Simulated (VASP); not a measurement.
A run of VASP 6.6.1:

File POSCAR:

```
AlN
1.0
    0.0000000000      2.0165820713      2.0165820713
    2.0165820713      0.0000000000      2.0165820713
    2.0165820713      2.0165820713      0.0000000000
Al N
1 1
Direct
    0.0000000000      0.0000000000      0.0000000000
    0.5000000000      0.5000000000      0.5000000000
```

The input INCAR.step1:

```
ALGO     = Normal         # electronic algorithm
EDIFF    = 1E-4           # SCF threshold, eV
ENCUT    = 520            # plane-wave cutoff, eV
GGA      = PE             # functional
ISMEAR   = -1             # smearing method
LASPH    = T              # aspherical terms in the spheres
LCHARG   = F              # write CHGCAR
LREAL    = F              # projectors in reciprocal space
LWAVE    = T              # write WAVECAR
NBANDS   = 11             # bands
NELM     = 60             # most SCF steps
PREC     = Accurate       # precision mode
SIGMA    = 0.03           # smearing width, eV
```

File INCAR.step2:

```
ALGO     = Normal         # electronic algorithm
BPARAM   = 11.95        
CPARAM   = 0.0093       
EDIFF    = 1E-7           # SCF threshold, eV
ENCUT    = 520            # plane-wave cutoff, eV
ISIF     = 2              # what is computed and relaxed
ISMEAR   = -1             # smearing method
ISTART   = 1            
IVDW_NL  = 2            
LASPH    = T              # aspherical terms in the spheres
LCHARG   = F              # write CHGCAR
LMIXTAU  = T            
LREAL    = F              # projectors in reciprocal space
LUSE_VDW = T            
LWAVE    = F              # write WAVECAR
METAGGA  = R2SCAN         # meta-GGA
NBANDS   = 11             # bands
NELM     = 60             # most SCF steps
PREC     = Accurate       # precision mode
SIGMA    = 0.03           # smearing width, eV
```

File KPOINTS:

```
k-points
0
Gamma
  12 12 12
```

Potentials or basis: VASP PAW PBE potentials, release 64 (Al, N).

Launch:

```bash
$ cat potpaw_PBE.64/Al/POTCAR potpaw_PBE.64/N/POTCAR > POTCAR
$ cp INCAR.step1 INCAR
$ mpirun -np 1 vasp_std > vasp.out
$ cp INCAR.step2 INCAR
$ mpirun -np 1 vasp_std > vasp.out
```

Hardware: 1 thread of Intel(R) Xeon(R) 6975P-C (Granite Rapids), with other jobs on the host.

Task: How long does it take, and how much memory?

Result: Wall time 35 s on 1 thread of Intel(R) Xeon(R) 6975P-C (Granite Rapids), with other jobs on the host, peak memory 0.21 GiB. Counts: k points 72.
